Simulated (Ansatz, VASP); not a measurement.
# CsSnI3: VASP beside Ansatz

The input POSCAR:

```
CsSnI3
1.0
    5.9918310766      0.0000000000      0.0000000000
    0.0000000000      5.9918310766      0.0000000000
    0.0000000000      0.0000000000      6.3096413844
Cs Sn I
1 1 3
Direct
    0.0000000000      0.0000000000      0.0000000000
    0.5000000000      0.5000000000      0.5000000000
    0.5000000000      0.5000000000      0.0000000000
    0.5000000000      0.0000000000      0.5000000000
    0.0000000000      0.5000000000      0.5000000000
```

INCAR.step1

```
  ALGO = Normal
  EDIFF = 1E-5
  ENCUT = 520
  GGA = PE
  ISIF = 2
  ISMEAR = -1
  LASPH = True
  LCHARG = False
  LREAL = False
  LWAVE = True
  NBANDS = 30
  NELM = 80
  PREC = Accurate
  SIGMA = 0.02
```

File INCAR.step2:

```
  ALGO = Normal
  EDIFF = 1E-7
  ENCUT = 520
  GGA = PE
  HFSCREEN = 0.2079
  ISIF = 2
  ISMEAR = -1
  ISTART = 1
  LASPH = True
  LCHARG = False
  LHFCALC = True
  LREAL = False
  LWAVE = False
  NBANDS = 30
  NELM = 80
  PREC = Accurate
  PRECFOCK = Fast
  SIGMA = 0.02
```

KPOINTS

```
k-points
0
Gamma
  2 2 2
```

Input for Ansatz:

```yaml
crystal:
  lattice:
    - [5.9918310766, 0.0, 0.0]
    - [0.0, 5.9918310766, 0.0]
    - [0.0, 0.0, 6.3096413844]
  atoms:
    - { symbol: Cs, position: [0.0, 0.0, 0.0] }
    - { symbol: Sn, position: [0.5, 0.5, 0.5] }
    - { symbol: I, position: [0.5, 0.5, 0.0] }
    - { symbol: I, position: [0.5, 0.0, 0.5] }
    - { symbol: I, position: [0.0, 0.5, 0.5] }
kpoints:
  mp_grid: { grid: [2, 2, 2] }
  band_path:
    path:
      - [0.0, 0.0, 0.0]
      - [0.0, 0.5, 0.0]
      - [0.5, 0.5, 0.0]
      - [0.5, 0.5, 0.5]
      - [0.460938, 0.496582, -0.5]
      - [0.469076, 0.478841, -0.5]
    npoints: 1
hamiltonian:
  xc: hse06
scf:
  occupations: { method: fermi_dirac, width: 0.02 }
  n_extra_bands: 5
output:
  forces: true
  stress: true
  eigenvalues: true
```

Change from the starting cell: epitaxial_xy strain -4.0%.

Alike in both runs: task single point; functional HSE06; k mesh 2 × 2 × 2; occupations fermi-dirac, width 0.02 eV; no spin polarisation.

|  | VASP | Ansatz |
| --- | --- | --- |
| version | VASP 6.6.1 | Ansatz 0.2.0 |
| potentials or method | VASP PAW PBE potentials, release 64 (Cs_sv, Sn_d, I) | plane waves, PAW |
| plane-wave cutoff (eV) | 520 | 420 |
| valence electrons in the cell | 44 | 74 |

```tsv
	VASP	Ansatz	Ansatz less VASP
pressure (GPa)	3.2	3.3	+0.04
traceless stress, the component that is largest in VASP (GPa)	-1.81	-1.81	-0.005
```

VASP's potentials hold 44 valence electrons a cell and Ansatz's 74, so a difference there can come from the potentials and not from the codes. Ansatz's warnings: stress exchange threshold loose, stress scf threshold loose.

The k mesh is coarse, so the values compare programs but aren't converged. Neither program's run includes spin-orbit coupling.
